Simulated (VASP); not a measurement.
# Ti4C3 (Pm-3m) in VASP: further runs, part 2 of 3

VASP 6.6.1.

## Step 3: Single point, PBE

This run uses another cell than the first one, of 12.05 Å³/atom, 1.054 times its volume.

Input file INCAR:

```
SYSTEM = Ti4C3
PREC = Accurate
ENCUT = 520
EDIFF = 1E-6
ISMEAR = 0
SIGMA = 0.1
LREAL = .FALSE.
LASPH = .TRUE.
NELM = 100
ALGO = Normal
ISIF = 2
LWAVE = .FALSE.
LCHARG = .FALSE.
GGA = PE
NBANDS = 39
```

Input file KPOINTS:

```
regular mesh
0
G
  4 4 4
  0 0 0
```

Input file POSCAR:

```
Ti4C3
1.0
    4.3860000000      0.0000000000      0.0000000000
    0.0000000000      4.3860000000      0.0000000000
    0.0000000000      0.0000000000      4.3860000000
Ti C
4 3
Direct
    0.5000000000      0.0000000000      0.0000000000
    0.0000000000      0.5000000000      0.0000000000
    0.0000000000      0.0000000000      0.5000000000
    0.5000000000      0.5000000000      0.5000000000
    0.0000000000      0.5000000000      0.5000000000
    0.5000000000      0.0000000000      0.5000000000
    0.5000000000      0.5000000000      0.0000000000
```

Potentials or basis: VASP PAW PBE potentials, release 64 (Ti_sv, C).

The run is started by

```
> cat potpaw_PBE.64/Ti_sv/POTCAR potpaw_PBE.64/C/POTCAR > POTCAR
> mpirun -np 1 vasp_std > vasp.out
```

OUTCAR:

```text
SYSTEM = Ti4C3
   PREC = Accurate
   ENCUT = 520
   EDIFF = 1E-6
   ISMEAR = 0
   LREAL = .FALSE.
   LASPH = .TRUE.
   NELM = 100
   ISIF = 2
   GGA = PE

 ion  position               nearest neighbor table
   1  0.500  0.000  0.000-   6 2.19   7 2.19   6 2.19   7 2.19
   2  0.000  0.500  0.000-   5 2.19   7 2.19   5 2.19   7 2.19
   3  0.000  0.000  0.500-   5 2.19   6 2.19   5 2.19   6 2.19
   4  0.500  0.500  0.500-   5 2.19   6 2.19   7 2.19   7 2.19   6 2.19   5 2.19
   5  0.000  0.500  0.500-   2 2.19   3 2.19   4 2.19   2 2.19   3 2.19   4 2.19
   6  0.500  0.000  0.500-   1 2.19   3 2.19   4 2.19   1 2.19   4 2.19   3 2.19
   7  0.500  0.500  0.000-   1 2.19   2 2.19   4 2.19   4 2.19   1 2.19   2 2.19

  LATTYP: Found a simple cubic cell.
 ALAT       =     4.3860000000

  Lattice vectors:

 A1 = (   4.3860000000,   0.0000000000,   0.0000000000)
 A2 = (   0.0000000000,   4.3860000000,   0.0000000000)
 A3 = (   0.0000000000,   0.0000000000,   4.3860000000)

Analysis of symmetry for initial positions (statically):
=====================================================================
 Subroutine PRICEL returns:
 Original cell was already a primitive cell.

 Routine SETGRP: Setting up the symmetry group for a
 simple cubic supercell.

 Subroutine GETGRP returns: Found 48 space group operations
 (whereof 48 operations were pure point group operations)
 out of a pool of 48 trial point group operations.

The static configuration has the point symmetry O_h .

Analysis of symmetry for dynamics (positions and initial velocities):
=====================================================================
 Subroutine PRICEL returns:
 Original cell was already a primitive cell.

 Routine SETGRP: Setting up the symmetry group for a
 simple cubic supercell.
[... 119 lines left out ...]
     AMIX     =   0.40;   BMIX     =  1.00
     AMIX_MAG =   1.60;   BMIX_MAG =  1.00
  volume/ion in A,a.u.               =      12.05        81.34
  Fermi-wavevector in a.u.,A,eV,Ry     =   1.461246  2.761354 29.051696  2.135239
  Thomas-Fermi vector in A             =   2.577600
   LORBIT       =      0    0 simple, 1 ext, 2 COOP (PROOUT), +10 PAW based schemes
   GGA     = PE    functional components
   LHFCALC =     F    Hartree Fock is set to
   AEXX    =    0.0000 exact exchange contribution
   IVDW    =     0    specifies the selected vdW correction
   LEPSILON=     F    determine dielectric tensor
   LRPA    =     F    only Hartree local field effects (RPA)
 non-spin polarized calculation
 Gauss-broadening in eV      SIGMA  =   0.10
  energy-cutoff  :      520.00
  volume of cell :       84.37
 maximum number of plane-waves:      2301
 NGX is ok and might be reduce to    36
   NGX = 17   NGY = 17   NGZ = 17

 number of electron      60.0000020 magnetization

 Free energy of the ion-electron system (eV)
  ---------------------------------------------------
  ext. energy  EPLUGINS =         0.00000000
  ---------------------------------------------------
  free energy    TOTEN  =       -63.82870180 eV

  energy without entropy =      -63.82322549  energy(sigma->0) =      -63.82596364

 E-fermi :   8.4370     XC(G=0): -12.0340

 val. band max:        8.3580090798   @ k =   0.5000   0.5000   0.2500
 cond. band min:       8.4867669709   @ k =   0.5000   0.5000   0.5000
 fundamental gap:      0.1287578911
 Fermi energy:         8.4370188027

 k-point     1 :       0.0000    0.0000    0.0000
  band No.  band energies     occupation
      1     -48.4894      2.00000
      2     -48.4244      2.00000
      3     -48.4244      2.00000
      4     -48.3200      2.00000
      5     -24.8873      2.00000
      6     -24.8873      2.00000
[... 409 lines left out ...]
     38      11.1643      0.00000
     39      11.1643      0.00000

------------------------ aborting loop because EDIFF is reached ----------------------------------------

  FORCE on cell =-STRESS in cart. coord.  units (eV):
  Direction    XX          YY          ZZ          XY          YZ          ZX
  --------------------------------------------------------------------------------------
  -------------------------------------------------------------------------------------
  Total       -5.3552601     -5.3552601     -5.3552601     -0.0000000     -0.0000000     -0.0000000
  in kB     -101.6916441   -101.6916441   -101.6916441     -0.0000000     -0.0000000     -0.0000000
  external PRESSURE =    -101.6916441 kB  Pullay stress =       0.0000000 kB

 VOLUME and BASIS-vectors are now :
 -----------------------------------------------------------------------------
  energy-cutoff  :      520.00
  volume of cell :       84.37
      direct lattice vectors                 reciprocal lattice vectors
     4.386000000  0.000000000  0.000000000     0.227998176  0.000000000  0.000000000
     0.000000000  4.386000000  0.000000000     0.000000000  0.227998176  0.000000000
     0.000000000  0.000000000  4.386000000     0.000000000  0.000000000  0.227998176

 POSITION                                       TOTAL-FORCE (eV/Angst)
 -----------------------------------------------------------------------------------
      2.19300      0.00000      0.00000         0.000000      0.000000      0.000000
      0.00000      2.19300      0.00000         0.000000      0.000000      0.000000
      0.00000      0.00000      2.19300         0.000000      0.000000      0.000000
      2.19300      2.19300      2.19300         0.000000      0.000000      0.000000
      0.00000      2.19300      2.19300         0.000000      0.000000      0.000000
      2.19300      0.00000      2.19300         0.000000      0.000000      0.000000
      2.19300      2.19300      0.00000         0.000000      0.000000      0.000000
 -----------------------------------------------------------------------------------
    total drift:                                0.000000      0.000000     -0.000000

  FREE ENERGIE OF THE ION-ELECTRON SYSTEM (eV)
  ---------------------------------------------------
  free  energy   TOTEN  =       -63.8287017985 eV

  energy  without entropy=      -63.8232254852  energy(sigma->0) =      -63.82596364
```

OSZICAR:

```text
N       E                     dE             d eps       ncg     rms          rms(c)
DAV:   1     0.805859784771E+03    0.80586E+03   -0.30193E+04   796   0.189E+03
DAV:   2     0.447571563341E+02   -0.76110E+03   -0.74048E+03   787   0.576E+02
DAV:   3    -0.724446695278E+02   -0.11720E+03   -0.11422E+03  1172   0.189E+02
DAV:   4    -0.831168791710E+02   -0.10672E+02   -0.10619E+02  1152   0.559E+01
DAV:   5    -0.836758014757E+02   -0.55892E+00   -0.55852E+00  1224   0.117E+01    0.313E+01
DAV:   6    -0.653614611113E+02    0.18314E+02   -0.17047E+02  1011   0.739E+01    0.109E+01
DAV:   7    -0.638864887855E+02    0.14750E+01   -0.21832E+01  1058   0.257E+01    0.617E+00
DAV:   8    -0.638301341313E+02    0.56355E-01   -0.98116E-01  1098   0.770E+00    0.385E+00
DAV:   9    -0.638357664742E+02   -0.56323E-02   -0.52947E-01  1034   0.502E+00    0.131E+00
DAV:  10    -0.638255999988E+02    0.10166E-01   -0.20860E-01  1019   0.355E+00    0.951E-01
DAV:  11    -0.638287810660E+02   -0.31811E-02   -0.17869E-02   969   0.106E+00    0.128E-01
DAV:  12    -0.638288146561E+02   -0.33590E-04   -0.60952E-03  1153   0.591E-01    0.138E-01
DAV:  13    -0.638287073804E+02    0.10728E-03   -0.13093E-03  1075   0.260E-01    0.291E-02
DAV:  14    -0.638287068888E+02    0.49162E-06   -0.46376E-05  1098   0.643E-02    0.184E-02
DAV:  15    -0.638287023341E+02    0.45547E-05   -0.13380E-05  1024   0.365E-02    0.434E-03
DAV:  16    -0.638287017985E+02    0.53566E-06   -0.34769E-06   787   0.122E-02
   1 F= -.63828702E+02 E0= -.63825964E+02  d E =-.547631E-02
```

stdout:

```text
POSCAR found type information on POSCAR TiC
 POSCAR found :  2 types and       7 ions
 scaLAPACK will be used
 LDA part: xc-table for (Slater+PW92), standard interpolation
 POSCAR, INCAR and KPOINTS ok, starting setup
 FFT: planning ... GRIDC
 FFT: planning ... GRID_SOFT
 FFT: planning ... GRID
 WAVECAR not read
 entering main loop
```

It took 22 s on 1 thread of Intel Xeon 6975P-C (Granite Rapids), shared host; peak memory 0.2 GiB.

Results:

```yaml
Free_energy: -63.8287 eV
Pressure: -10.2 GPa
Band_gap_on_the_k_mesh: zero (band 30 reaches 9.01 eV, above the bottom of band 31 at 7.90 eV)
```

Levels at points of the mesh, in eV from the Fermi level:
```csv
k point,band 28,band 29,band 30,band 31,band 32,band 33
"(0.00, 0.00, 0.00)",-0.21,-0.21,0.57,0.57,0.57,0.81
"(0.50, 0.00, 0.00)",-0.68,-0.55,-0.53,-0.53,0.98,0.98
"(0.50, 0.50, 0.00)",-2.58,-0.81,-0.43,0.51,0.51,1.83
"(0.50, 0.50, 0.50)",-2.90,0.05,0.06,0.06,0.06,2.54
```

## Step 4: Relaxation of cell and atoms, PBE

This run uses another cell than the first one, of 12.05 Å³/atom, 1.054 times its volume.

Input file INCAR:

```
ALGO = Normal
EDIFF = 1E-6
EDIFFG = -0.04
ENCUT = 600
GGA = PE
IBRION = 2
ISIF = 3
ISMEAR = 0
LASPH = T
LCHARG = F
LREAL = F
LWAVE = F
NELM = 100
NSW = 90
PREC = Accurate
SIGMA = 0.1
```

Input file KPOINTS:

```
k-points
0
Gamma
  4 4 4
```

POSCAR is that of step 3.

The run is started by

```
> cat potpaw_PBE.64/Ti_sv/POTCAR potpaw_PBE.64/C/POTCAR > POTCAR
> mpirun -np 1 vasp_std > vasp.out
```

Run time: 70 s. Hardware: 1 thread of Intel Xeon 6975P-C (Granite Rapids), shared host; peak memory 0.22 GiB.

It converged, with:

```
Free energy                            : -63.9749 eV
Relaxed volume                         : 11.44 Å³/atom
Relaxed cell                           : a = 4.310 Å, b = 4.310 Å, c = 4.310 Å, α = 90.00°, β = 90.00°, γ = 90.00°
Space group after relaxing (to 0.05 Å) : Pm-3m (No. 221)
Energy gained by relaxing              : 20.6 meV/atom
Ionic steps                            : 3
Pressure after relaxing                : -0.1 GPa
Band gap on the k mesh                 : zero (band 30 reaches 9.61 eV, above the bottom of band 31 at 8.47 eV)
```

The path:
```
step  energy change (eV)  largest force (eV/Å)  pressure (GPa)  volume (Å³)
   1              0.0000                0.0000          -10.26        84.37
   2              0.0685                0.0000           15.33        75.29
   3             -0.1445                0.0000           -0.11        80.09
```

Final structure:
```xyz
7
Lattice="4.3104 0.0000 0.0000 0.0000 4.3104 0.0000 0.0000 0.0000 4.3104" Properties=species:S:1:pos:R:3 pbc="T T T"
Ti    2.1552    0.0000    0.0000
Ti    0.0000    2.1552    0.0000
Ti    0.0000    0.0000    2.1552
Ti    2.1552    2.1552    2.1552
C     0.0000    2.1552    2.1552
C     2.1552    0.0000    2.1552
C     2.1552    2.1552    0.0000
```

Levels at points of the mesh, in eV from the Fermi level:
| k point | band 26 | band 27 | band 28 | band 29 | band 30 | band 31 | band 32 | band 33 | band 34 | band 35 |
| --- | --- | --- | --- | --- | --- | --- | --- | --- | --- | --- |
| (0.00, 0.00, 0.00) | -1.71 | -0.18 | -0.18 | -0.18 | 0.59 | 0.59 | 0.59 | 0.87 | 0.87 | 0.87 |
| (0.50, 0.00, 0.00) | -2.48 | -1.69 | -0.77 | -0.62 | -0.55 | -0.55 | 1.04 | 1.04 | 1.41 | 2.07 |
| (0.50, 0.50, 0.00) | -2.84 | -2.77 | -2.72 | -0.85 | -0.47 | 0.55 | 0.55 | 1.96 | 1.99 | 2.06 |
| (0.50, 0.50, 0.50) | -3.11 | -3.07 | -3.07 | 0.06 | 0.06 | 0.06 | 0.10 | 2.73 | 2.73 | 2.73 |

## Step 5: Single point, PBE

Input file INCAR:

```
ALGO = Normal ; EDIFF = 1E-7
ENCUT = 520 ; GGA = PE
ISIF = 2 ; ISMEAR = 0
LASPH = True ; LCHARG = False
LREAL = False ; LWAVE = False
NBANDS = 39 ; NELM = 80
PREC = Accurate ; SIGMA = 0.1
```

Input file KPOINTS:

```
k-points
0
Gamma
  10 10 10
```

Edit POSCAR of step 4 so:

```diff
@@ -2,5 +2,5 @@
 1.0
-    4.3860000000      0.0000000000      0.0000000000
-    0.0000000000      4.3860000000      0.0000000000
-    0.0000000000      0.0000000000      4.3860000000
+    4.3102352073      0.0000000000      0.0000000000
+    0.0000000000      4.3102352073      0.0000000000
+    0.0000000000      0.0000000000      4.3102352073
 Ti C
```

The run is started by

```
> cat potpaw_PBE.64/Ti_sv/POTCAR potpaw_PBE.64/C/POTCAR > POTCAR
> mpirun -np 1 vasp_std > vasp.out
```

It took 72 s on 1 thread of Intel Xeon 6975P-C (Granite Rapids), shared host; peak memory 0.26 GiB.

It converged, with:

- Free energy: -63.9115 eV
- Pressure: 0.2 GPa
- Band gap on the k mesh: zero (band 30 reaches 9.62 eV, above the bottom of band 31 at 8.46 eV)

Levels at points of the mesh, in eV from the Fermi level:
```tsv
k point	band 26	band 27	band 28	band 29	band 30	band 31	band 32	band 33	band 34	band 35
(0.00, 0.00, 0.00)	-1.76	-0.24	-0.24	-0.24	0.55	0.55	0.55	0.81	0.81	0.81
(0.50, 0.00, 0.00)	-2.54	-1.72	-0.82	-0.66	-0.61	-0.61	0.99	0.99	1.38	2.02
(0.50, 0.50, 0.00)	-2.89	-2.83	-2.79	-0.88	-0.50	0.51	0.51	1.92	1.94	2.02
(0.50, 0.50, 0.50)	-3.17	-3.13	-3.13	0.03	0.03	0.03	0.08	2.69	2.69	2.70
```

## Step 6: Single point, PBE, collinear spin, ferromagnetic start

Input file INCAR:

```
PREC = Accurate
ENCUT = 520
EDIFF = 1E-6
ISMEAR = 0
SIGMA = 0.1
LREAL = False
LASPH = True
NELM = 150
ALGO = Normal
ISIF = 2
LWAVE = False
LCHARG = False
ISPIN = 2
MAGMOM = 1 1 1 1 0 0 0
LORBIT = 11
LMAXMIX = 4
GGA = PE
NBANDS = 43
```

Input file KPOINTS:

```
Automatic mesh
0
Gamma
  4 4 4
```

POSCAR is that of step 5.

Potentials or basis: VASP PAW PBE potentials, release 64 (Ti_sv, C).

The run is started by

```
> cat potpaw_PBE.64/Ti_sv/POTCAR potpaw_PBE.64/C/POTCAR > POTCAR
> mpirun -np 1 vasp_std > vasp.out
```

Wall time 35 s (1 thread of Intel Xeon 6975P-C (Granite Rapids), shared host); peak memory 0.23 GiB.

It converged, with:

- Free energy: -63.9686 eV
- Pressure: 0.1 GPa
- Band gap on the k mesh: zero (filled and empty bands overlap)
- Net moment: 0.00 μB per cell
- Valence electrons inside the program's atomic spheres: Ti 10.32, 10.42; C 2.40

Levels at points of the mesh, in eV from the Fermi level:
Spin up:
| k point | band 27 | band 28 | band 29 | band 30 | band 31 | band 32 | band 33 | band 34 |
| --- | --- | --- | --- | --- | --- | --- | --- | --- |
| (0.00, 0.00, 0.00) | -0.18 | -0.18 | -0.18 | 0.59 | 0.59 | 0.59 | 0.87 | 0.87 |
| (0.50, 0.00, 0.00) | -1.69 | -0.77 | -0.62 | -0.55 | -0.55 | 1.04 | 1.04 | 1.41 |
| (0.50, 0.50, 0.00) | -2.77 | -2.72 | -0.85 | -0.47 | 0.55 | 0.55 | 1.96 | 1.99 |
| (0.50, 0.50, 0.50) | -3.07 | -3.07 | 0.06 | 0.06 | 0.06 | 0.10 | 2.73 | 2.73 |
Spin down:
```
           k point  band 28  band 29  band 30  band 31  band 32  band 33
(0.00, 0.00, 0.00)    -0.18    -0.18     0.59     0.59     0.59     0.87
(0.50, 0.00, 0.00)    -0.77    -0.62    -0.55    -0.55     1.04     1.04
(0.50, 0.50, 0.00)    -2.72    -0.85    -0.47     0.55     0.55     1.96
(0.50, 0.50, 0.50)    -3.07     0.06     0.06     0.06     0.10     2.73
```

Caveat: the k points lie up to 0.36 Å⁻¹ apart.

(Continued in part 3 of 3.)
